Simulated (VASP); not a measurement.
## HfC: single point with PBE

The system is HfC.

```xyz
2
Lattice="0.0000 2.3250 2.3250 2.3250 0.0000 2.3250 2.3250 2.3250 0.0000" Properties=species:S:1:pos:R:3 pbc="T T T"
Hf    2.1250    2.3250    2.1250
C     0.0000    0.0000    0.0000
```

This cell differs from its parent crystal: atom 1 (Hf) moved by (-0.200, -0.200) A along x and z.

- Program: VASP 6.6.1
- Task: single point
- Functional: PBE
- Potentials or basis: VASP PAW PBE potentials, release 64 (Hf_pv, C)
- Cutoff: 520 eV
- k mesh: 18 × 18 × 18
- Occupations: gaussian, width 0.15 eV
- Spin: no spin polarisation

```json
{"Pressure": "6.7 GPa", "Largest force": "2.179 eV/Å", "Band gap on the k mesh": "0.25 eV (least direct gap 0.57 eV)"}
```

Forces on the atoms (eV/Å):
```
Hf   1.541  0.000  1.541
C   -1.541  0.000 -1.541
```

Stress tensor (GPa, compression positive):
```
11.12  0.00 -3.25
 0.00 -2.06  0.00
-3.25  0.00 11.12
```

Levels at points of the mesh, in eV from the valence-band top:
| k point | band 5 | band 6 | band 7 | band 8 | band 9 | band 10 |
| --- | --- | --- | --- | --- | --- | --- |
| (0.00, 0.00, 0.00) | -0.67 | -0.49 | -0.11 | 1.26 | 2.49 | 2.99 |
| (0.50, 0.00, 0.00) | -6.17 | -2.93 | -2.66 | 4.72 | 4.91 | 5.72 |
| (0.00, 0.50, 0.00) | -6.00 | -3.14 | -3.03 | 5.03 | 5.07 | 5.70 |
| (0.50, 0.50, 0.00) | -2.58 | -2.53 | -0.26 | 0.60 | 5.44 | 6.57 |
| (0.50, 0.00, 0.50) | -2.91 | -2.70 | -0.46 | 1.27 | 5.63 | 6.60 |

It took 2.6 min on 1 thread of Intel(R) Xeon(R) Platinum 8259CL CPU @ 2.50GHz (Skylake/Cascade Lake) (shared host), peak memory 0.41 GiB.

Caveat: the cell differs from its parent crystal (atom 1 (Hf) moved by (-0.200, -0.200) A along x and z); the cell stands under pressure; spin-orbit coupling is left out, which moves the levels of the heavy elements; forces of over 1 eV/Å act on the atoms, so gaps and moduli don't describe the material at rest. A k mesh can miss the band edges.
